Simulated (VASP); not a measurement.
# CaIrN2 (R-3m) in VASP: settings compared

Aim: see how the results for CaIrN2 move with the level of theory and the settings. Levels: RPBE, PBEsol. Tasks: single point.

Everything below comes from runs of VASP 6.6.1. Logs are shortened: lines on timing, memory, paths and dates and some standing lists are left out, and cuts for length are marked.

## (1) The cell of the first run

Symmetry: R-3m, No. 166, trigonal system. Conventional cell: a = 3.298 Å, b = 3.298 Å, c = 15.028 Å, α = 90.00°, β = 90.00°, γ = 120.00°. Ir (site symmetry -3m) has 6 N at 2.13 Å within 2.8 Å. Within 3.3 Å of Ca (site symmetry -3m) lie 6 N at 2.45 Å and 6 Ir at 3.15 Å and 6 Ca at 3.30 Å. N (site symmetry 3m) has 3 Ir at 2.13 Å and 3 Ca at 2.45 Å and 3 N at 2.71 Å within 2.8 Å.

## (2) Single point, RPBE

File POSCAR:

```
CaIrN2
1.0
    1.6488500006      0.9519639917      5.0094002244
   -1.6488500006      0.9519639917      5.0094002244
    0.0000000000     -1.9039279834      5.0094002244
Ir Ca N
1 1 2
Direct
    0.5000000000      0.5000000000      0.5000000000
    0.0000000000      0.0000000000      0.0000000000
    0.2308810000      0.2308810000      0.2308810000
    0.7691190000      0.7691190000      0.7691190000
```

File INCAR.step1:

```
PREC = Accurate
ENCUT = 520
EDIFF = 1E-6
ISMEAR = -1
SIGMA = 0.05
LREAL = False
LASPH = True
NELM = 120
ALGO = Normal
ISIF = 2
LWAVE = False
LCHARG = True
LMAXMIX = 4
GGA = RP
NBANDS = 26
GGA_COMPAT = False
NEDOS = 2001
LORBIT = 11
```

File KPOINTS.step1:

```
regular mesh
0
Gamma
  5 5 5
```

File INCAR.step2:

```
PREC = Accurate
ENCUT = 520
EDIFF = 1E-6
ISMEAR = -5
SIGMA = 0.05
LREAL = False
LASPH = True
NELM = 120
ALGO = Normal
ISIF = 2
LWAVE = False
LCHARG = False
LMAXMIX = 4
GGA = RP
LORBIT = 11
NEDOS = 2001
ICHARG = 11
GGA_COMPAT = False
```

File KPOINTS.step2:

```
regular mesh
0
Gamma
  8 8 8
```

Potentials or basis: VASP PAW PBE potentials, release 64 (Ir_sv_GW, Ca_sv, N).

On the command line:

```
> cat potpaw_PBE.64/Ir_sv_GW/POTCAR potpaw_PBE.64/Ca_sv/POTCAR potpaw_PBE.64/N/POTCAR > POTCAR
> cp INCAR.step1 INCAR
> cp KPOINTS.step1 KPOINTS
> mpirun -np 1 vasp_std > vasp.out
> cp INCAR.step2 INCAR
> cp KPOINTS.step2 KPOINTS
> mpirun -np 1 vasp_std > vasp.out
```

OUTCAR:

```text
PREC = Accurate
   ENCUT = 520
   EDIFF = 1E-6
   ISMEAR = -5
   LREAL = False
   LASPH = True
   NELM = 120
   ISIF = 2
   GGA = RP
   LORBIT = 11
   ICHARG = 11

 ion  position               nearest neighbor table
   1  0.500  0.500  0.500-   3 2.13   3 2.13   4 2.13   4 2.13   3 2.13   4 2.13   2 3.15   2 3.15
                             2 3.15   2 3.15   2 3.15   2 3.15
   2  0.000  0.000  0.000-   4 2.45   4 2.45   3 2.45   3 2.45   4 2.45   3 2.45   1 3.15   1 3.15
                             1 3.15   1 3.15   1 3.15   1 3.15
   3  0.231  0.231  0.231-   1 2.13   1 2.13   1 2.13   2 2.45   2 2.45   2 2.45
   4  0.769  0.769  0.769-   1 2.13   1 2.13   1 2.13   2 2.45   2 2.45   2 2.45

  LATTYP: Found a trigonal (rhomboedric) cell.
 ALAT       =     5.3590141233
 COS(alpha) =     0.8106686681

  Lattice vectors:

 A1 = (   1.6488500006,   0.9519639917,   5.0094002244)
 A2 = (  -1.6488500006,   0.9519639917,   5.0094002244)
 A3 = (   0.0000000000,  -1.9039279834,   5.0094002244)

Analysis of symmetry for initial positions (statically):
=====================================================================
 Subroutine PRICEL returns:
 Original cell was already a primitive cell.

 Routine SETGRP: Setting up the symmetry group for a
 trigonal (rhombohedral) supercell.

 Subroutine GETGRP returns: Found 12 space group operations
 (whereof 12 operations were pure point group operations)
 out of a pool of 12 trial point group operations.

The static configuration has the point symmetry D_3d.

Analysis of symmetry for dynamics (positions and initial velocities):
=====================================================================
 Subroutine PRICEL returns:
 Original cell was already a primitive cell.

 Routine SETGRP: Setting up the symmetry group for a
 trigonal (rhombohedral) supercell.

 Subroutine GETGRP returns: Found 12 space group operations
 (whereof 12 operations were pure point group operations)
 out of a pool of 12 trial point group operations.

The dynamic configuration has the point symmetry D_3d.

 Subroutine INISYM returns: Found 12 space group operations
 (whereof 12 operations are pure point group operations),
 and found     1 'primitive' translations

----------------------------------------------------------------------------------------

                                     Primitive cell

  volume of cell :      47.1779

  direct lattice vectors                    reciprocal lattice vectors
     1.648850001  0.951963992  5.009400224     0.303241653  0.175076650  0.066541566
    -1.648850001  0.951963992  5.009400224    -0.303241653  0.175076650  0.066541566
     0.000000000 -1.903927983  5.009400224     0.000000000 -0.350153300  0.066541566

  length of vectors
     5.359014123  5.359014123  5.359014123     0.356419856  0.356419856  0.356419856

  position of ions in fractional coordinates (direct lattice)
     0.500000000  0.500000000  0.500000000
     0.000000000  0.000000000  0.000000000
     0.230881000  0.230881000  0.230881000
     0.769119000  0.769119000  0.769119000

  ion indices of the primitive-cell ions
   primitive index   ion index
                 1           1
                 2           2
                 3           3
                 4           4

----------------------------------------------------------------------------------------

 KPOINTS: regular mesh

Automatic generation of k-mesh.
 Grid dimensions read from file:
 generate k-points for:    8    8    8

 Generating k-lattice:

  Cartesian coordinates                     Fractional coordinates (reciprocal lattice)
     0.037905207  0.021884581  0.008317696     0.125000000  0.000000000 -0.000000000
    -0.037905207  0.021884581  0.008317696     0.000000000  0.125000000 -0.000000000
     0.000000000 -0.043769163  0.008317696    -0.000000000 -0.000000000  0.125000000

  Length of vectors
     0.044552482  0.044552482  0.044552482

  Shift w.r.t. Gamma in fractional coordinates (k-lattice)
     0.000000000  0.000000000  0.000000000

 TETIRR: Found    256 inequivalent tetrahedra from     3072

 Subroutine IBZKPT returns following result:
 ===========================================

 Found     65 irreducible k-points:

 Following reciprocal coordinates:
            Coordinates               Weight
  0.000000  0.000000  0.000000      1.000000
  0.125000  0.000000 -0.000000      6.000000
  0.250000  0.000000 -0.000000      6.000000
  0.375000  0.000000 -0.000000      6.000000
  0.500000  0.000000 -0.000000      3.000000
  0.125000  0.125000 -0.000000      6.000000
[... 16 lines left out ...]
  0.250000  0.125000  0.125000      6.000000
  0.375000  0.125000  0.125000      6.000000
 [... further k-points ...]
   k-points           NKPTS =     65   k-points in BZ     NKDIM =     65   number of bands    NBANDS=     22
   number of dos      NEDOS =   2001   number of ions     NIONS =      4
   total plane-waves  NPLWV =  64000
   dimension x,y,z NGX =    40 NGY =   40 NGZ =   40
   dimension x,y,z NGXF=    80 NGYF=   80 NGZF=   80
   ions per type =               1   1   2
   NGX,Y,Z   is equivalent  to a cutoff of  12.41, 12.41, 12.41 a.u.
   NGXF,Y,Z  is equivalent  to a cutoff of  24.82, 24.82, 24.82 a.u.
 SYSTEM =  unknown system
   PREC   = accura    normal or accurate (medium, high low for compatibility)
   ISTART =      0    job   : 0-new  1-cont  2-samecut
   ICHARG =     11    charge: 1-file 2-atom 10-const
   ISPIN  =      1    spin polarized calculation?
   LNONCOLLINEAR =      F non collinear calculations
   LSORBIT =      F    spin-orbit coupling
   LASPH  =      T    aspherical Exc in radial PAW
   ENCUT  =  520.0 eV  38.22 Ry    6.18 a.u.   9.96  9.96  9.96*2*pi/ulx,y,z
   NELM   =    120;   NELMIN=  2; NELMDL=  0     # of ELM steps
   EDIFF  = 0.1E-05   stopping-criterion for ELM
   LREAL  =      F    real-space projection
   EDIFFG = 0.1E-04   stopping-criterion for IOM
   NSW    =      0    number of steps for IOM
   IBRION =     -1    ionic relax: 0-MD 1-quasi-New 2-CG
   NFREE  =      0    steps in history (QN), initial steepest desc. (CG)
   ISIF   =      2    stress and relaxation
   ISYM   =      2    0-nonsym 1-usesym 2-fastsym
   POTIM  = 0.5000    time-step for ionic-motion
   TEBEG  =    0.0;   TEEND  =   0.0 temperature during run
   PSTRESS=    0.0 pullay stress
   NELECT =      37.0000    total number of electrons
   NUPDOWN=      -1.0000    fix difference up-down
   EMIN   =  10.00;   EMAX   =-10.00  energy-range for DOS
   EFERMI =   0.00;   METHOD = LEGACY
   ISMEAR =    -5;   SIGMA  =   0.05  broadening in eV -4-tet -1-fermi 0-gaus
   EFERMI_NEDOS =   21; number of points for ismear=-14 and -15
   IALGO  =     38    algorithm
   IMIX   =      4    mixing-type and parameters
     AMIX     =   0.40;   BMIX     =  1.00
     AMIX_MAG =   1.60;   BMIX_MAG =  1.00
  volume/ion in A,a.u.               =      11.79        79.59
  Fermi-wavevector in a.u.,A,eV,Ry     =   1.509718  2.852953 31.011061  2.279249
  Thomas-Fermi vector in A             =   2.620003
   LORBIT       =     11    0 simple, 1 ext, 2 COOP (PROOUT), +10 PAW based schemes
   GGA     = RP    functional components
   LHFCALC =     F    Hartree Fock is set to
   AEXX    =    0.0000 exact exchange contribution
   IVDW    =     0    specifies the selected vdW correction
   LEPSILON=     F    determine dielectric tensor
   LRPA    =     F    only Hartree local field effects (RPA)
 non-spin polarized calculation
 Fermi weights with tetrahedron method with Bloechl corrections
  energy-cutoff  :      520.00
  volume of cell :       47.18
 maximum number of plane-waves:      1287

 number of electron      36.9999997 magnetization

 Free energy of the ion-electron system (eV)
  ---------------------------------------------------
  ext. energy  EPLUGINS =         0.00000000
  ---------------------------------------------------
  free energy    TOTEN  =       -26.94999728 eV

  energy without entropy =      -26.94999728  energy(sigma->0) =      -26.94999728

 E-fermi :   7.5960     XC(G=0): -12.1268

 val. band max:        7.6323386938   @ k =  -0.2500   0.5000   0.2500
 cond. band min:       7.6021569549   @ k =  -0.2500   0.3750   0.1250
 fundamental gap:     -0.0301817389
 Fermi energy:         7.5960179968

 k-point     1 :       0.0000    0.0000    0.0000
  band No.  band energies     occupation
      1     -84.9993      2.00000
      2     -41.8210      2.00000
      3     -41.8210      2.00000
      4     -41.7953      2.00000
      5     -32.0269      2.00000
      6     -13.2748      2.00000
[... 14 lines left out ...]
     21      10.6578      0.00000
     22      11.3557      0.00000

 k-point     2 :       0.1250    0.0000   -0.0000
  band No.  band energies     occupation
      1     -84.9990      2.00000
      2     -41.8335      2.00000
      3     -41.8238      2.00000
      4     -41.7937      2.00000
      5     -32.0136      2.00000
      6     -13.2452      2.00000
[... 14 lines left out ...]
     21      10.7153      0.00000
     22      11.7543      0.00000

 k-point     3 :       0.2500    0.0000   -0.0000
  band No.  band energies     occupation
      1     -84.9983      2.00000
      2     -41.8632      2.00000
      3     -41.8311      2.00000
      4     -41.7900      2.00000
      5     -31.9815      2.00000
      6     -13.1812      2.00000
[... 14 lines left out ...]
     21      10.9466      0.00000
     22      11.7366      0.00000
[... 476 lines left out ...]
 k-point    23 :       0.2500    0.1250    0.1250
  band No.  band energies     occupation
      1     -84.9992      2.00000
      2     -41.8336      2.00000
      3     -41.8241      2.00000
      4     -41.7943      2.00000
      5     -32.0132      2.00000
      6     -13.2694      2.00000
[... 14 lines left out ...]
     21      10.6403      0.00000
     22      11.6507      0.00000

 k-point    24 :       0.3750    0.1250    0.1250
  band No.  band energies     occupation
      1     -84.9983      2.00000
      2     -41.8630      2.00000
      3     -41.8312      2.00000
      4     -41.7900      2.00000
      5     -31.9811      2.00000
      6     -13.1891      2.00000
[... 14 lines left out ...]
     21      10.6475      0.00000
     22      11.9794      0.00000

 [... further k-points ...]

------------------------ aborting loop because EDIFF is reached ----------------------------------------

  FORCE on cell =-STRESS in cart. coord.  units (eV):
  Direction    XX          YY          ZZ          XY          YZ          ZX
  --------------------------------------------------------------------------------------
  -------------------------------------------------------------------------------------
  Total        0.2202532      0.2202532      1.1135780     -0.0000000      0.0000000      0.0000000
  in kB        7.4798734      7.4798734     37.8174785     -0.0000000      0.0000000      0.0000000
  external PRESSURE =      17.5924084 kB  Pullay stress =       0.0000000 kB

 VOLUME and BASIS-vectors are now :
 -----------------------------------------------------------------------------
  energy-cutoff  :      520.00
  volume of cell :       47.18
      direct lattice vectors                 reciprocal lattice vectors
     1.648850001  0.951963992  5.009400224     0.303241653  0.175076650  0.066541566
    -1.648850001  0.951963992  5.009400224    -0.303241653  0.175076650  0.066541566
     0.000000000 -1.903927983  5.009400224     0.000000000 -0.350153300  0.066541566

 POSITION                                       TOTAL-FORCE (eV/Angst)
 -----------------------------------------------------------------------------------
      0.00000      0.00000      7.51410         0.000000      0.000000      0.000000
      0.00000      0.00000      0.00000        -0.000000      0.000000     -0.000000
      0.00000      0.00000      3.46973         0.000000      0.000000     -0.023953
      0.00000      0.00000     11.55847         0.000000     -0.000000      0.023953
 -----------------------------------------------------------------------------------
    total drift:                                0.000000      0.000000      0.000000

  FREE ENERGIE OF THE ION-ELECTRON SYSTEM (eV)
  ---------------------------------------------------
  free  energy   TOTEN  =       -26.9499972777 eV

  energy  without entropy=      -26.9499972777  energy(sigma->0) =      -26.94999728

 total charge

# of ion       s       p       d       f       tot
--------------------------------------------------
    1        3.642   6.108   6.240   0.038  16.028
    2        2.039   5.882   0.365   0.000   8.286
    3        1.253   2.396   0.000   0.000   3.648
    4        1.253   2.396   0.000   0.000   3.648
--------------------------------------------------
tot          8.186  16.781   6.605   0.038  31.611
```

It took 66 s on 1 thread of Intel Xeon 6975P-C (Granite Rapids), shared host; peak memory 0.29 GiB.

What came out:

- Valence electrons inside the program's atomic spheres: Ir 16.03; Ca 8.29; N 3.65

Caveat: the k points lie up to 0.45 Å⁻¹ apart; the PAW data sets were made with another functional, which shifts forces and pressure a little; spin-orbit coupling is left out, which moves the levels of the heavy elements.

## (3) Single point, PBEsol

POSCAR is that of step 2.

File INCAR.step1:

```
SYSTEM = CaIrN2
  PREC = Accurate
  ENCUT = 520
  EDIFF = 1E-6
  ISMEAR = -1
  SIGMA = 0.05
  LREAL = .False.
  LASPH = .True.
  NELM = 120
  ALGO = Normal
  ISIF = 2
  LWAVE = .False.
  LCHARG = .True.
  LMAXMIX = 4
  GGA = PS
  NBANDS = 26
  GGA_COMPAT = .False.
  NEDOS = 2001
  LORBIT = 11
```

File KPOINTS.step1:

```
regular mesh
0
Gamma
  5 5 5
  0 0 0
```

File INCAR.step2:

```
SYSTEM = CaIrN2
  PREC = Accurate
  ENCUT = 520
  EDIFF = 1E-6
  ISMEAR = -5
  SIGMA = 0.05
  LREAL = .False.
  LASPH = .True.
  NELM = 120
  ALGO = Normal
  ISIF = 2
  LWAVE = .False.
  LCHARG = .False.
  LMAXMIX = 4
  GGA = PS
  LORBIT = 11
  NBANDS = 26
  NEDOS = 1001
  ICHARG = 11
  GGA_COMPAT = .False.
```

File KPOINTS.step2:

```
regular mesh
0
Gamma
  8 8 8
  0 0 0
```

Potentials or basis: VASP PAW PBE potentials, release 64 (Ir_sv_GW, Ca_sv, N).

On the command line:

```
> cat potpaw_PBE.64/Ir_sv_GW/POTCAR potpaw_PBE.64/Ca_sv/POTCAR potpaw_PBE.64/N/POTCAR > POTCAR
> cp INCAR.step1 INCAR
> cp KPOINTS.step1 KPOINTS
> mpirun -np 1 vasp_std > vasp.out
> cp INCAR.step2 INCAR
> cp KPOINTS.step2 KPOINTS
> mpirun -np 1 vasp_std > vasp.out
```

Run time: 2.8 min. Hardware: 1 thread of Intel Xeon Platinum 8259CL at 2.50GHz (Skylake/Cascade Lake), shared host; peak memory 0.3 GiB.

It converged, with:

| Quantity | Value |
| --- | --- |
| Valence electrons inside the program's atomic spheres | Ir 16.36; Ca 8.29; N 3.62 |

Levels at points of the mesh, in eV from the Fermi level:
| k point | band 14 | band 15 | band 16 | band 17 | band 18 | band 19 | band 20 | band 21 | band 22 | band 23 |
| --- | --- | --- | --- | --- | --- | --- | --- | --- | --- | --- |
| (0.00, 0.00, 0.00) | -2.34 | -2.34 | -1.26 | -1.26 | -0.91 | -0.24 | 3.01 | 3.01 | 3.67 | 5.46 |
| (0.50, 0.00, 0.00) | -4.25 | -3.18 | -2.79 | -1.42 | -1.23 | -0.72 | 2.84 | 3.31 | 4.02 | 6.66 |
| (0.50, 0.50, 0.00) | -4.10 | -2.76 | -2.18 | -1.47 | -1.29 | -1.01 | 2.96 | 3.34 | 4.54 | 6.30 |
| (0.50, 0.50, 0.50) | -2.81 | -2.20 | -2.20 | -1.87 | -1.87 | -0.20 | 3.08 | 4.43 | 4.43 | 5.03 |

Caveat: the k points lie up to 0.45 Å⁻¹ apart; the PAW data sets were made with another functional, which shifts forces and pressure a little; spin-orbit coupling is left out, which moves the levels of the heavy elements.
